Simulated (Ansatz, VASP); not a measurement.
## One calculation of Mg2FeH6, two programs

```
CELL_PARAMETERS angstrom
0.00000 3.24079 3.24079
3.24079 0.00000 3.24079
3.24079 3.24079 0.00000
ATOMIC_POSITIONS crystal
Mg 0.25000 0.25000 0.25000
Mg 0.75000 0.75000 0.75000
Fe 0.00000 0.00000 0.00000
H 0.75836 0.24164 0.24164
H 0.24164 0.75836 0.24164
H 0.24164 0.75836 0.75836
H 0.75836 0.24164 0.75836
H 0.24164 0.24164 0.75836
H 0.75836 0.75836 0.24164
```

Alike in both runs: task relaxation of the atoms; functional LDA; k mesh 8 × 8 × 8; occupations gaussian, width 0.02 eV; no spin polarisation.

|  | VASP | Ansatz |
| --- | --- | --- |
| version | VASP 6.6.1 | Ansatz 0.2.0 |
| potentials or method | VASP PAW LDA potentials, release 64 (Mg, Fe, H), cutoff 520 eV | scalar-relativistic, plane waves, PAW |
| valence electrons in the cell | 18 | 42 |

```tsv
	VASP	Ansatz	Ansatz less VASP
gap on the k mesh at the Fermi level, each at its own relaxed structure (eV)	1.70	1.72	+0.027
```

LDA's correlation is that of Perdew and Zunger in VASP and of Perdew and Wang (1992) in Ansatz. VASP's potentials hold 18 valence electrons a cell and Ansatz's 42, so a difference there can come from the potentials and not from the codes. Ansatz's warnings: stress scf threshold loose.
